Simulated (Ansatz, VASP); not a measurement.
One calculation of AlN, two programs

```xyz
4
Lattice="3.1540 0.0000 0.0000 -1.5770 2.7314 0.0000 0.0000 0.0000 5.0465" Properties=species:S:1:pos:R:3 pbc="T T T"
Al    1.5770    0.9105    2.5233
Al    0.0000    1.8209    0.0000
N     1.5770    0.9105    4.4410
N     0.0000    1.8209    1.9177
```

Change from the starting cell: volume scaled by 1.04.

Alike in both runs: task single point; functional LDA; k mesh 10 × 10 × 6; occupations fermi-dirac, width 0.05 eV; no spin polarisation.

|  | VASP | Ansatz |
| --- | --- | --- |
| version | VASP 6.6.1 | Ansatz 0.2.0 |
| potentials or method | VASP PAW LDA potentials, release 64 (Al, N), cutoff 520 eV | all-electron LAPW, scalar-relativistic |

Ansatz gave:

```
gap on the k mesh at the Fermi level (eV)                     : 3.90
least direct gap on the mesh (eV)                             : 3.90
pressure (GPa)                                                : -11.6
traceless stress, the component that is largest in VASP (GPa) : 1.24
rms of the force components (eV/Å)                            : 0.051
```

**Question.** Estimate VASP's values.

**Answer.** gap on the k mesh at the Fermi level (eV): 3.90; least direct gap on the mesh (eV): 3.90; pressure (GPa): -11.2; traceless stress, the component that is largest in VASP (GPa): 1.26; rms of the force components (eV/Å): 0.053.

LDA's correlation is that of Perdew and Zunger in VASP and of Perdew and Wang (1992) in Ansatz. Atom by atom the forces differ by 0.001 eV/Å (rms over components). Ansatz ran all-electron here, and VASP with PAW potentials.
